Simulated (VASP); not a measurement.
The system is P.

```
P
1.0
     4.95671    0.00000    0.00000
     0.00000    4.95671    0.00000
     0.00000    0.00000    4.95671
P
8
Cartesian
  0.0000 0.0000 0.0000
  2.4784 2.4784 2.4784
  1.2392 0.0000 2.4784
  3.7175 0.0000 2.4784
  2.4784 1.2392 0.0000
  2.4784 3.7175 0.0000
  0.0000 2.4784 1.2392
  0.0000 2.4784 3.7175
```

| Property | Result |
| --- | --- |
| Program | VASP 6.6.1 |
| Task | relaxation of cell and atoms |
| Functional | RPBE |
| Potentials or basis | VASP PAW PBE potentials, release 64 (P) |
| Cutoff | 600 eV |
| k mesh | 5 × 5 × 5 |
| Occupations | fermi-dirac, width 0.1 eV |
| Spin | no spin polarisation |

At the start: pressure -2.0 GPa; volume 15.22 Å³/atom.

Task: Where does the relaxation end?

Result: Over 3 steps the energy falls by 2.3 meV/atom and the volume is 14.85 Å³/atom (-2.5 %); space group Pm-3n (No. 223, to 0.1 Å) before and after.

The path:
```csv
step,energy change (eV),largest force (eV/Å),pressure (GPa),volume (Å³)
1,0.0000,0.0000,-1.96,121.78
2,-0.0187,0.0000,0.17,118.54
3,-0.0188,0.0000,0.00,118.77
```

Final structure:
```
P
1.0
     4.91558    0.00000    0.00000
     0.00000    4.91558    0.00000
     0.00000    0.00000    4.91558
P
8
Direct
  0.00000 0.00000 0.00000
  0.50000 0.50000 0.50000
  0.25000 0.00000 0.50000
  0.75000 0.00000 0.50000
  0.50000 0.25000 0.00000
  0.50000 0.75000 0.00000
  0.00000 0.50000 0.25000
  0.00000 0.50000 0.75000
```

Caveat: the PAW data sets were made with another functional, which shifts forces and pressure a little.
